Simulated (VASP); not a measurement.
# Ge7Cl (P6/mmm) in VASP: a series of runs

Runs on Ge7Cl. Level: PBE. Tasks: single point, relaxation of cell and atoms.

Program: VASP 6.6.1. These are calculated values, not measurements. Logs are shortened: lines on timing, memory, paths and dates and some standing lists are left out, and cuts for length are marked.

## 1. The cell of the first run

Symmetry: P6/mmm, No. 191, hexagonal system. Conventional cell: a = 6.148 Å, b = 6.148 Å, c = 5.712 Å, α = 90.00°, β = 90.00°, γ = 120.00°. Within 2.4 Å of Ge (site symmetry m2m) lie 4 Ge at 1.84 to 2.15 Å. Within 2.9 Å of Ge (site symmetry 6/mmm) lie 6 Ge at 2.15 Å and 2 Cl at 2.86 Å. Within 3.8 Å of Cl (site symmetry 6/mmm) lie 14 Ge at 2.86 to 3.58 Å.

## 2. Single point, PBE

Input file INCAR:

```
PREC = Accurate
ENCUT = 520
EDIFF = 1E-6
ISMEAR = 0
SIGMA = 0.1
LREAL = False
LASPH = True
NELM = 60
ALGO = Normal
ISIF = 2
LWAVE = False
LCHARG = False
GGA = PE
NBANDS = 62
```

Input file KPOINTS:

```
regular mesh
0
Gamma
  3 3 4
```

Input file POSCAR:

```
Ge7Cl
1.0
    6.1475737100      0.0000000000      0.0000000000
   -3.0737868500      5.3239550000      0.0000000000
    0.0000000000      0.0000000000      5.7124972000
Ge Cl
7 1
Direct
    0.3504478400      0.0000000000      0.5000000000
    0.0000000000      0.3504478400      0.5000000000
    0.6495521600      0.6495521600      0.5000000000
    0.6495521600      0.0000000000      0.5000000000
    0.0000000000      0.6495521600      0.5000000000
    0.3504478400      0.3504478400      0.5000000000
    0.0000000000      0.0000000000      0.5000000000
    0.0000000000      0.0000000000      0.0000000000
```

Potentials or basis: VASP PAW PBE potentials, release 64 (Ge_d, Cl).

Started as:

```bash
$ cat potpaw_PBE.64/Ge_d/POTCAR potpaw_PBE.64/Cl/POTCAR > POTCAR
$ mpirun -np 1 vasp_std > vasp.out
```

OUTCAR:

```text
PREC = Accurate
   ENCUT = 520
   EDIFF = 1E-6
   ISMEAR = 0
   LREAL = False
   LASPH = True
   NELM = 60
   ISIF = 2
   GGA = PE

 ion  position               nearest neighbor table
   1  0.350  0.000  0.500-   4 1.84   6 2.15   5 2.15   7 2.15
   2  0.000  0.350  0.500-   5 1.84   7 2.15   4 2.15   6 2.15
   3  0.650  0.650  0.500-   6 1.84   4 2.15   7 2.15   5 2.15
   4  0.650  0.000  0.500-   1 1.84   3 2.15   2 2.15   7 2.15
   5  0.000  0.650  0.500-   2 1.84   7 2.15   1 2.15   3 2.15
   6  0.350  0.350  0.500-   3 1.84   1 2.15   7 2.15   2 2.15
   7  0.000  0.000  0.500-   2 2.15   5 2.15   3 2.15   6 2.15   1 2.15   4 2.15
   8  0.000  0.000  0.000-

  LATTYP: Found a hexagonal cell.
 ALAT       =     6.1475737100
 C/A-ratio  =     0.9292279311

  Lattice vectors:

 A1 = (   6.1475737100,   0.0000000000,   0.0000000000)
 A2 = (  -3.0737868500,   5.3239550000,   0.0000000000)
 A3 = (   0.0000000000,   0.0000000000,   5.7124972000)

Analysis of symmetry for initial positions (statically):
=====================================================================
 Subroutine PRICEL returns:
 Original cell was already a primitive cell.

 Routine SETGRP: Setting up the symmetry group for a
 hexagonal supercell.

 Subroutine GETGRP returns: Found 24 space group operations
 (whereof 24 operations were pure point group operations)
 out of a pool of 24 trial point group operations.

The static configuration has the point symmetry D_6h.

Analysis of symmetry for dynamics (positions and initial velocities):
=====================================================================
 Subroutine PRICEL returns:
 Original cell was already a primitive cell.

 Routine SETGRP: Setting up the symmetry group for a
 hexagonal supercell.

 Subroutine GETGRP returns: Found 24 space group operations
 (whereof 24 operations were pure point group operations)
 out of a pool of 24 trial point group operations.

The dynamic configuration has the point symmetry D_6h.

 Subroutine INISYM returns: Found 24 space group operations
 (whereof 24 operations are pure point group operations),
 and found     1 'primitive' translations

----------------------------------------------------------------------------------------

                                     Primitive cell

  volume of cell :     186.9666

  direct lattice vectors                    reciprocal lattice vectors
     6.147573710  0.000000000  0.000000000     0.162665801  0.093915144  0.000000000
    -3.073786850  5.323955000  0.000000000     0.000000000  0.187830288  0.000000000
     0.000000000  0.000000000  5.712497200     0.000000000  0.000000000  0.175054790

  length of vectors
     6.147573710  6.147573704  5.712497200     0.187830288  0.187830288  0.175054790

  position of ions in fractional coordinates (direct lattice)
     0.350447840  0.000000000  0.500000000
     0.000000000  0.350447840  0.500000000
     0.649552160  0.649552160  0.500000000
     0.649552160  0.000000000  0.500000000
     0.000000000  0.649552160  0.500000000
     0.350447840  0.350447840  0.500000000
     0.000000000  0.000000000  0.500000000
     0.000000000  0.000000000  0.000000000

  ion indices of the primitive-cell ions
   primitive index   ion index
                 1           1
                 2           2
                 3           3
                 4           4
                 5           5
                 6           6
                 7           7
                 8           8

----------------------------------------------------------------------------------------

 KPOINTS: regular mesh

Automatic generation of k-mesh.
 Grid dimensions read from file:
 generate k-points for:    3    3    4

 Generating k-lattice:

  Cartesian coordinates                     Fractional coordinates (reciprocal lattice)
     0.054221934  0.031305048  0.000000000     0.333333333 -0.000000000  0.000000000
     0.000000000  0.062610096  0.000000000     0.000000000  0.333333333  0.000000000
     0.000000000  0.000000000  0.043763698     0.000000000  0.000000000  0.250000000

  Length of vectors
     0.062610096  0.062610096  0.043763698

  Shift w.r.t. Gamma in fractional coordinates (k-lattice)
     0.000000000  0.000000000  0.000000000

 Subroutine IBZKPT returns following result:
 ===========================================

 Found      9 irreducible k-points:

 Following reciprocal coordinates:
            Coordinates               Weight
  0.000000  0.000000  0.000000      1.000000
  0.333333 -0.000000  0.000000      6.000000
  0.333333  0.333333  0.000000      2.000000
  0.000000  0.000000  0.250000      2.000000
  0.333333 -0.000000  0.250000     12.000000
  0.333333  0.333333  0.250000      4.000000
  0.000000  0.000000  0.500000      1.000000
  0.333333 -0.000000  0.500000      6.000000
  0.333333  0.333333  0.500000      2.000000
   k-points           NKPTS =      9   k-points in BZ     NKDIM =      9   number of bands    NBANDS=     62
   number of dos      NEDOS =    301   number of ions     NIONS =      8
   total plane-waves  NPLWV =  96768
   dimension x,y,z NGX =    48 NGY =   48 NGZ =   42
   dimension x,y,z NGXF=    96 NGYF=   96 NGZF=   84
   ions per type =               7   1
   NGX,Y,Z   is equivalent  to a cutoff of  12.98, 12.98, 12.22 a.u.
   NGXF,Y,Z  is equivalent  to a cutoff of  25.96, 25.96, 24.45 a.u.
 SYSTEM =  unknown system
   PREC   = accura    normal or accurate (medium, high low for compatibility)
   ISTART =      0    job   : 0-new  1-cont  2-samecut
   ICHARG =      2    charge: 1-file 2-atom 10-const
   ISPIN  =      1    spin polarized calculation?
   LNONCOLLINEAR =      F non collinear calculations
   LSORBIT =      F    spin-orbit coupling
   LASPH  =      T    aspherical Exc in radial PAW
   ENCUT  =  520.0 eV  38.22 Ry    6.18 a.u.  11.43 11.43 10.62*2*pi/ulx,y,z
   NELM   =     60;   NELMIN=  2; NELMDL= -5     # of ELM steps
   EDIFF  = 0.1E-05   stopping-criterion for ELM
   LREAL  =      F    real-space projection
   EDIFFG = 0.1E-04   stopping-criterion for IOM
   NSW    =      0    number of steps for IOM
   IBRION =     -1    ionic relax: 0-MD 1-quasi-New 2-CG
   NFREE  =      0    steps in history (QN), initial steepest desc. (CG)
   ISIF   =      2    stress and relaxation
   ISYM   =      2    0-nonsym 1-usesym 2-fastsym
   POTIM  = 0.5000    time-step for ionic-motion
   TEBEG  =    0.0;   TEEND  =   0.0 temperature during run
   PSTRESS=    0.0 pullay stress
   NELECT =     105.0000    total number of electrons
   NUPDOWN=      -1.0000    fix difference up-down
   EMIN   =  10.00;   EMAX   =-10.00  energy-range for DOS
   EFERMI =   0.00;   METHOD = LEGACY
   ISMEAR =     0;   SIGMA  =   0.10  broadening in eV -4-tet -1-fermi 0-gaus
   EFERMI_NEDOS =   21; number of points for ismear=-14 and -15
   IALGO  =     38    algorithm
   IMIX   =      4    mixing-type and parameters
     AMIX     =   0.40;   BMIX     =  1.00
     AMIX_MAG =   1.60;   BMIX_MAG =  1.00
  volume/ion in A,a.u.               =      23.37       157.71
  Fermi-wavevector in a.u.,A,eV,Ry     =   1.350672  2.552400 24.821310  1.824315
  Thomas-Fermi vector in A             =   2.478157
   LORBIT       =      0    0 simple, 1 ext, 2 COOP (PROOUT), +10 PAW based schemes
   GGA     = PE    functional components
   LHFCALC =     F    Hartree Fock is set to
   AEXX    =    0.0000 exact exchange contribution
   IVDW    =     0    specifies the selected vdW correction
   LEPSILON=     F    determine dielectric tensor
   LRPA    =     F    only Hartree local field effects (RPA)
 non-spin polarized calculation
 Gauss-broadening in eV      SIGMA  =   0.10
  energy-cutoff  :      520.00
  volume of cell :      186.97
 maximum number of plane-waves:      5067
 NGX is ok and might be reduce to    48
   NGX = 23   NGY = 23   NGZ = 21

 number of electron     104.9999970 magnetization

 Free energy of the ion-electron system (eV)
  ---------------------------------------------------
  ext. energy  EPLUGINS =         0.00000000
  ---------------------------------------------------
  free energy    TOTEN  =        -8.60125194 eV

  energy without entropy =       -8.56285472  energy(sigma->0) =       -8.58205333

 E-fermi :   4.2363     XC(G=0):  -8.8697

 val. band max:        4.2231679103   @ k =   0.3333  -0.0000   0.2500
 cond. band min:       4.2549958462   @ k =   0.0000   0.0000   0.5000
 fundamental gap:      0.0318279359
 Fermi energy:         4.2362667491

 k-point     1 :       0.0000    0.0000    0.0000
  band No.  band energies     occupation
      1     -23.3045      2.00000
      2     -23.1700      2.00000
      3     -23.1700      2.00000
      4     -22.7404      2.00000
      5     -22.2991      2.00000
      6     -22.2660      2.00000
[... 54 lines left out ...]
     61      10.0580      0.00000
     62      10.0632      0.00000

 k-point     2 :       0.3333   -0.0000    0.0000
  band No.  band energies     occupation
      1     -23.2347      2.00000
      2     -23.1124      2.00000
      3     -23.0082      2.00000
      4     -22.6885      2.00000
      5     -22.5900      2.00000
      6     -22.4953      2.00000
[... 54 lines left out ...]
     61       9.2773      0.00000
     62       9.3172      0.00000

 k-point     3 :       0.3333    0.3333    0.0000
  band No.  band energies     occupation
      1     -23.1064      2.00000
      2     -23.1064      2.00000
      3     -22.9842      2.00000
      4     -22.7118      2.00000
      5     -22.7118      2.00000
      6     -22.3827      2.00000
[... 54 lines left out ...]
     61       9.6378      0.00000
     62      10.4888      0.00000

 k-point     4 :       0.0000    0.0000    0.2500
  band No.  band energies     occupation
      1     -23.3044      2.00000
      2     -23.1700      2.00000
      3     -23.1700      2.00000
      4     -22.7404      2.00000
      5     -22.2992      2.00000
      6     -22.2660      2.00000
[... 54 lines left out ...]
     61      10.3011      0.00000
     62      10.3071      0.00000

 k-point     5 :       0.3333   -0.0000    0.2500
  band No.  band energies     occupation
      1     -23.2347      2.00000
      2     -23.1124      2.00000
      3     -23.0082      2.00000
      4     -22.6885      2.00000
      5     -22.5900      2.00000
      6     -22.4952      2.00000
[... 54 lines left out ...]
     61       9.2093      0.00000
     62       9.6826      0.00000

 k-point     6 :       0.3333    0.3333    0.2500
  band No.  band energies     occupation
      1     -23.1064      2.00000
      2     -23.1064      2.00000
      3     -22.9842      2.00000
      4     -22.7118      2.00000
      5     -22.7118      2.00000
      6     -22.3828      2.00000
[... 54 lines left out ...]
     61      10.3370      0.00000
     62      10.5065      0.00000

 k-point     7 :       0.0000    0.0000    0.5000
  band No.  band energies     occupation
      1     -23.3044      2.00000
      2     -23.1700      2.00000
      3     -23.1700      2.00000
      4     -22.7404      2.00000
      5     -22.2992      2.00000
      6     -22.2660      2.00000
[... 54 lines left out ...]
     61      10.2870      0.00000
     62      10.2912      0.00000

 k-point     8 :       0.3333   -0.0000    0.5000
  band No.  band energies     occupation
      1     -23.2347      2.00000
      2     -23.1124      2.00000
      3     -23.0082      2.00000
      4     -22.6885      2.00000
      5     -22.5900      2.00000
      6     -22.4952      2.00000
[... 54 lines left out ...]
     61       9.7077      0.00000
     62       9.7550      0.00000

 k-point     9 :       0.3333    0.3333    0.5000
  band No.  band energies     occupation
      1     -23.1064      2.00000
      2     -23.1064      2.00000
      3     -22.9842      2.00000
      4     -22.7118      2.00000
      5     -22.7118      2.00000
      6     -22.3828      2.00000
[... 54 lines left out ...]
     61      10.7362      0.00000
     62      10.7405      0.00000

------------------------ aborting loop because EDIFF is reached ----------------------------------------

  FORCE on cell =-STRESS in cart. coord.  units (eV):
  Direction    XX          YY          ZZ          XY          YZ          ZX
  --------------------------------------------------------------------------------------
  -------------------------------------------------------------------------------------
  Total      108.3658035    108.3658033      0.9661461      0.0000001      0.0000000      0.0000000
  in kB      928.6214628    928.6214612      8.2792170      0.0000009      0.0000000      0.0000000
  external PRESSURE =     621.8407137 kB  Pullay stress =       0.0000000 kB

 VOLUME and BASIS-vectors are now :
 -----------------------------------------------------------------------------
  energy-cutoff  :      520.00
  volume of cell :      186.97
      direct lattice vectors                 reciprocal lattice vectors
     6.147573710  0.000000000  0.000000000     0.162665801  0.093915144  0.000000000
    -3.073786850  5.323955000  0.000000000     0.000000000  0.187830288  0.000000000
     0.000000000  0.000000000  5.712497200     0.000000000  0.000000000  0.175054790

 POSITION                                       TOTAL-FORCE (eV/Angst)
 -----------------------------------------------------------------------------------
      2.15440      0.00000      2.85625        -7.224619      0.000000     -0.000000
     -1.07720      1.86577      2.85625         3.612309     -6.256703     -0.000000
      1.99658      3.45819      2.85625         3.612309      6.256703      0.000000
      3.99317      0.00000      2.85625         7.224619      0.000000      0.000000
     -1.99658      3.45819      2.85625        -3.612309      6.256703     -0.000000
      1.07720      1.86577      2.85625        -3.612309     -6.256703      0.000000
      0.00000      0.00000      2.85625         0.000000      0.000000     -0.000000
      0.00000      0.00000      0.00000         0.000000      0.000000     -0.000000
 -----------------------------------------------------------------------------------
    total drift:                                0.000000     -0.000000      0.000000

  FREE ENERGIE OF THE ION-ELECTRON SYSTEM (eV)
  ---------------------------------------------------
  free  energy   TOTEN  =        -8.6012519414 eV

  energy  without entropy=       -8.5628547193  energy(sigma->0) =       -8.58205333
```

It took 3.1 min on 1 thread of Oxide Virtual Turin-like, shared host; peak memory 0.29 GiB.

Results:

```
Free energy   : -8.6013 eV
Pressure      : 62.2 GPa
Largest force : 7.225 eV/Å
```

Forces in eV/Å, atoms in the order of the input:
```
Ge  -7.225  0.000  0.000
Ge   3.612 -6.257  0.000
Ge   3.612  6.257  0.000
Ge   7.225  0.000  0.000
Ge  -3.612  6.257  0.000
Ge  -3.612 -6.257  0.000
Ge   0.000  0.000  0.000
Cl   0.000  0.000  0.000
```

Caveat: the k points lie up to 0.39 Å⁻¹ apart; an odd number of electrons without spin polarisation forces a metal; a magnetic or distorted state may lie lower.

[end of part 1 of 3]
